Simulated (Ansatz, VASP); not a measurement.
Ni: VASP beside Ansatz

Contents of INCAR:

```
ALGO     = Normal         # electronic algorithm
EDIFF    = 1E-8           # SCF threshold, eV
ENCUT    = 520            # plane-wave cutoff, eV
GGA      = PE             # functional
ISIF     = 2              # what is computed and relaxed
ISMEAR   = -1             # smearing method
ISPIN    = 2              # spin polarisation
LASPH    = True           # aspherical terms in the spheres
LCHARG   = False          # write CHGCAR
LEFG     = True         
LMAXMIX  = 4              # l up to which the mixer works
LORBIT   = 11             # projections on sites
LREAL    = False          # projectors in reciprocal space
LWAVE    = False          # write WAVECAR
MAGMOM   = 1.5            # initial moments
NBANDS   = 15             # bands
NELM     = 150            # most SCF steps
PREC     = Accurate       # precision mode
SIGMA    = 0.08           # smearing width, eV
```

File KPOINTS:

```
k-points
0
Gamma
  18 18 18
```

File POSCAR:

```
Ni
1.0
   -1.4101977278      1.4101977278      1.4101977278
    1.4101977278     -1.4101977278      1.4101977278
    1.4101977278      1.4101977278     -1.4101977278
Ni
1
Direct
    0.0000000000      0.0000000000      0.0000000000
```

Input for Ansatz:

```yaml
crystal:
  lattice:
    - [-1.4101977278, 1.4101977278, 1.4101977278]
    - [1.4101977278, -1.4101977278, 1.4101977278]
    - [1.4101977278, 1.4101977278, -1.4101977278]
  atoms:
    - { symbol: Ni, position: [0.0, 0.0, 0.0], spin: 1.5 }
magnetization:
  spin_polarized: true
kpoints:
  mp_grid: { grid: [18, 18, 18] }
scf:
  occupations: { method: fermi_dirac, width: 0.08 }
hamiltonian:
  xc: pbe
  pseudopotentials: { kind: paw }
output:
  forces: true
  stress: true
  eigenvalues: true
  efg: { contact_densities: true }
```

Change from the starting cell: volume scaled by 1.02, PAW files.

Alike in both runs: task electric field gradients; functional PBE; k mesh 18 × 18 × 18; occupations fermi-dirac, width 0.08 eV; collinear spin.

```csv
,VASP,Ansatz
version,VASP 6.6.1,Ansatz 0.2.0
potentials or method,"VASP PAW PBE potentials, release 64 (Ni)","PAW with Ansatz's default frozen-core files, scalar-relativistic"
plane-wave cutoff (eV),520,420
valence electrons in the cell,10,18
```

Ansatz gave:

* pressure (GPa): -3.6
* net moment per atom (μB): 0.57
* size of the moment on the site where the two differ most (μB): 0.60

Task: What did VASP give for the same quantities?

Result: Pressure (GPa): -3.6; net moment per atom (μB): 0.56; size of the moment on the site where the two differ most (μB): 0.57.

Site moments also hang on the region over which each program counts them. VASP's potentials hold 10 valence electrons a cell and Ansatz's 18, so a difference there can come from the potentials and not from the codes.
